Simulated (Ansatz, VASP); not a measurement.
# Two plane-wave programs on Br

```
Br
1.0
     3.27514    2.34311    0.00000
     3.27514   -2.34311    0.00000
     0.00000    0.00000   -8.54974
Br
4
Direct
  0.13000 0.87000 0.90000
  0.37000 0.63000 0.40000
  0.87000 0.13000 0.10000
  0.63000 0.37000 0.60000
```

Alike in both runs: task single point; functional PBE; k mesh 5 × 5 × 2; occupations fermi-dirac, width 0.0464 eV; no spin polarisation.

```csv
,VASP,Ansatz
version,VASP 6.6.1,Ansatz 0.2.0
potentials or method,"VASP PAW PBE potentials, release 64 (Br), cutoff 520 eV",PAW plane waves
valence electrons in the cell,28,28
```

VASP gave:

| Property | Result |
| --- | --- |
| gap on the k mesh at the Fermi level (eV) | 2.72 |
| pressure (GPa) | 9.5 |
| traceless stress, the component that is largest in VASP (GPa) | 8.28 |
| rms of the force components (eV/Å) | 2.904 |

**Question.** Estimate Ansatz's values.

**Answer.** gap on the k mesh at the Fermi level (eV): 2.72; pressure (GPa): 9.5; traceless stress, the component that is largest in VASP (GPa): 8.21; rms of the force components (eV/Å): 2.881.

Atom by atom the forces differ by 0.023 eV/Å (rms over components).
